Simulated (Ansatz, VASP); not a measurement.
# One calculation of MgFe3O, two programs

Contents of INCAR:

```
PREC     = Accurate       # precision mode
ENCUT    = 600            # plane-wave cutoff, eV
EDIFF    = 1E-7           # SCF threshold, eV
ISMEAR   = 0              # smearing method
SIGMA    = 0.1            # smearing width, eV
LREAL    = False          # projectors in reciprocal space
LASPH    = True           # aspherical terms in the spheres
NELM     = 150            # most SCF steps
ALGO     = Normal         # electronic algorithm
ISIF     = 3              # what is computed and relaxed
LWAVE    = False          # write WAVECAR
LCHARG   = False          # write CHGCAR
ISPIN    = 2              # spin polarisation
MAGMOM   = 0 4 4 4 0      # initial moments
LORBIT   = 11             # projections on sites
LMAXMIX  = 4              # l up to which the mixer works
GGA      = PE             # functional
IBRION   = 2              # ionic algorithm
NSW      = 90             # ionic steps
EDIFFG   = -0.04          # ionic threshold
```

Contents of KPOINTS:

```
Automatic mesh
0
Gamma
  4 4 4
```

File POSCAR:

```
MgFe3O
1.0
    3.7608705700      0.0000000000      0.0000000000
    0.0000000000      3.7608705700      0.0000000000
    0.0000000000      0.0000000000      3.7608705700
Mg Fe O
1 3 1
Direct
    0.5000000000      0.5000000000      0.5000000000
    0.0000000000      0.5000000000      0.5000000000
    0.5000000000      0.0000000000      0.5000000000
    0.5000000000      0.5000000000      0.0000000000
    0.0000000000      0.0000000000      0.0000000000
```

Input for Ansatz:

```yaml
crystal:
  lattice:
    - [3.76087057, 0.0, 0.0]
    - [0.0, 3.76087057, 0.0]
    - [0.0, 0.0, 3.76087057]
  atoms:
    - { symbol: Mg, position: [0.5, 0.5, 0.5] }
    - { symbol: Fe, position: [0.0, 0.5, 0.5], spin: 4.0 }
    - { symbol: Fe, position: [0.5, 0.0, 0.5], spin: 4.0 }
    - { symbol: Fe, position: [0.5, 0.5, 0.0], spin: 4.0 }
    - { symbol: O, position: [0.0, 0.0, 0.0] }
basis:
  ecutwfc: 420
kpoints:
  mp_grid: { grid: [4, 4, 4] }
hamiltonian:
  xc: pbe
scf:
  occupations: { method: gaussian, width: 0.1 }
  lower_state_search: "off"
output:
  forces: true
  stress: true
  eigenvalues: true
  populations: true
magnetization:
  spin_polarized: true
relax:
  adjacent_minimum: "off"
  f_tol: 0.04
  max_steps: 70
  cell: { stress_tol: 0.4 }
```

Change from the starting cell: species swapped into the KCdF3 type (Pm-3m, No. 221).

Alike in both runs: task relaxation of cell and atoms; functional PBE; k mesh 4 × 4 × 4; occupations gaussian, width 0.1 eV; collinear spin.

|  | VASP | Ansatz |
| --- | --- | --- |
| version | VASP 6.6.1 | Ansatz 0.2.0 |
| potentials or method | VASP PAW PBE potentials, release 64 (Mg, Fe, O), cutoff 600 eV | scalar-relativistic, plane waves, PAW |
| valence electrons in the cell | 32 | 64 |

Ansatz gave:

* gap on the k mesh at the Fermi level, each at its own relaxed structure (eV): none
* net moment per atom (μB): 1.85
* size of the moment on the site where the two differ most (μB): 2.82
* relaxed volume (Å³/atom): 18.11
* relaxed cell length with the largest relative difference (Å): 4.490

Problem. Estimate VASP's values.

Solution. gap on the k mesh at the Fermi level, each at its own relaxed structure (eV): none; net moment per atom (μB): 1.84; size of the moment on the site where the two differ most (μB): 2.91; relaxed volume (Å³/atom): 17.95; relaxed cell length with the largest relative difference (Å): 4.477.

Site moments also hang on the region over which each program counts them. A gap of «none» marks a metal or a gap that the smearing closes. VASP's potentials hold 32 valence electrons a cell and Ansatz's 64, so a difference there can come from the potentials and not from the codes.

The k mesh is coarse, so the values compare programs but aren't converged. Noted on VASP's run: the volume moved by over 15 % at a fixed basis, so the end points are rough.
